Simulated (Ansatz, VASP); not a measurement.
**TiO2: VASP beside Ansatz**

Contents of INCAR:

```
SYSTEM = TiO2
ALGO = Normal ; EDIFF = 1E-6
ENCUT = 520 ; GGA = PE
ISIF = 2 ; ISMEAR = 0
LASPH = .True. ; LCHARG = .True.
LELF = .True. ; LREAL = .False.
LVHAR = .True. ; LWAVE = .False.
NBANDS = 33 ; NELM = 60
PREC = Accurate ; SIGMA = 0.05
```

The input KPOINTS:

```
k-points
0
Gamma
  6 6 10
  0 0 0
```

Contents of POSCAR:

```
TiO2
1.0
    4.7594848118      0.0000000000      0.0000000000
    0.0000000000      4.7594848118      0.0000000000
    0.0000000000      0.0000000000      3.0379602810
Ti O
2 4
Direct
    0.0000000000      0.0000000000      0.0156977583
    0.5000000000      0.5000000000      0.5156977583
    0.3050970583      0.3050970583     -0.0234828613
    0.1949029417      0.8050970583      0.4765171387
    0.6949029417      0.6949029417     -0.0234828613
    0.8050970583      0.1949029417      0.4765171387
```

Input for Ansatz:

```yaml
crystal:
  lattice:
    - [4.7594848118, 0.0, 0.0]
    - [0.0, 4.7594848118, 0.0]
    - [0.0, 0.0, 3.037960281]
  atoms:
    - { symbol: Ti, position: [0.0, 0.0, 0.0156977583] }
    - { symbol: Ti, position: [0.5, 0.5, 0.5156977583] }
    - { symbol: O, position: [0.3050970583, 0.3050970583, -0.0234828613] }
    - { symbol: O, position: [0.1949029417, 0.8050970583, 0.4765171387] }
    - { symbol: O, position: [0.6949029417, 0.6949029417, -0.0234828613] }
    - { symbol: O, position: [0.8050970583, 0.1949029417, 0.4765171387] }
basis:
  ecutwfc: 520.0
kpoints:
  mp_grid: { grid: [6, 6, 10] }
hamiltonian:
  xc: pbe
  pseudopotentials: { kind: paw, azcp: { folder: soft_1 } }
scf:
  occupations: { method: gaussian, width: 0.05 }
output:
  forces: true
  stress: true
  eigenvalues: true
```

Change from the starting cell: mode 1 frozen in at -0.070 Å, equal normal strain along x, y and z +0.0250.

Alike in both runs: task single point; functional PBE; k mesh 6 × 6 × 10; occupations gaussian, width 0.05 eV; no spin polarisation.

```csv
,VASP,Ansatz
version,VASP 6.6.1,Ansatz 0.2.0
potentials or method,"VASP PAW PBE potentials, release 64 (Ti_sv, O), cutoff 520 eV","scalar-relativistic, plane waves, PAW"
valence electrons in the cell,48,48
```

VASP gave:

```
gap on the k mesh at the Fermi level (eV)                     : 1.87
least direct gap on the mesh (eV)                             : 2.01
pressure (GPa)                                                : -12.2
traceless stress, the component that is largest in VASP (GPa) : -1.88
rms of the force components (eV/Å)                            : 0.169
```

Which values does Ansatz return?

gap on the k mesh at the Fermi level (eV): 1.89; least direct gap on the mesh (eV): 2.03; pressure (GPa): -12.9; traceless stress, the component that is largest in VASP (GPa): -2.11; rms of the force components (eV/Å): 0.193.

Atom by atom the forces differ by 0.024 eV/Å (rms over components).
